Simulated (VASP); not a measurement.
Write the native input for VASP 6.6.1 that does the following.

- Task: single point
- Functional: PBE
- Potentials or basis: VASP PAW PBE potentials, release 64 (Ge_d, Sb, Te)
- Cutoff: 500 eV
- k mesh: 12 × 12 × 12
- Occupations: gaussian, width 0.15 eV
- Spin: no spin polarisation
- Dipole correction: no
- Further INCAR settings: ALGO = Normal; EDIFF = 1e-06; NBANDS = 26

The structure of GeSbTe3 lies in POSCAR:

```
GeSbTe3
1.0
    2.1397884708      1.2354074497     10.7125831353
   -2.1397884708      1.2354074497     10.7125831353
    0.0000000000     -2.4708148993     10.7125831353
Ge Sb Te
1 1 3
Direct
    0.5998296922      0.5998296922      0.5998296922
    0.3954376019      0.3954376019      0.3954376019
    0.9991310257      0.9991310257      0.9991310257
    0.7874280286      0.7874280286      0.7874280286
    0.2181746516      0.2181746516      0.2181746516
```

This cell differs from its parent crystal: strain +0.030 along x and y, +0.030 along z.

The input as run:

INCAR

```
SYSTEM = GeSbTe3
  ALGO = Normal
  EDIFF = 1E-6
  ENCUT = 500
  GGA = PE
  GGA_COMPAT = .False.
  ISIF = 2
  ISMEAR = 0
  LASPH = .True.
  LCHARG = .False.
  LREAL = .False.
  LWAVE = .False.
  NBANDS = 26
  NELM = 120
  PREC = Accurate
  SIGMA = 0.15
```

KPOINTS

```
k-points
0
Gamma
  12 12 12
  0 0 0
```

Potentials or basis: VASP PAW PBE potentials, release 64 (Ge_d, Sb, Te).

The run is started by

```bash
$ cat potpaw_PBE.64/Ge_d/POTCAR potpaw_PBE.64/Sb/POTCAR potpaw_PBE.64/Te/POTCAR > POTCAR
$ mpirun -np 1 vasp_std > vasp.out
```

It gave:

| Item | Value |
| --- | --- |
| Pressure | -3.4 GPa |
| Largest force | 0.541 eV/Å |
| Band gap on the k mesh | zero (an odd number of electrons rules out a gap without spin polarisation) |

Caveat: the cell differs from its parent crystal (strain +0.030 along x and y, +0.030 along z); the cell stands under tension; spin-orbit coupling is left out, which moves the levels of the heavy elements; an odd number of electrons without spin polarisation forces a metal; a magnetic or distorted state may lie lower.

It took 75 min on 1 thread of Oxide Virtual Turin-like Processor, with other jobs on the host, peak memory 1.4 GiB.
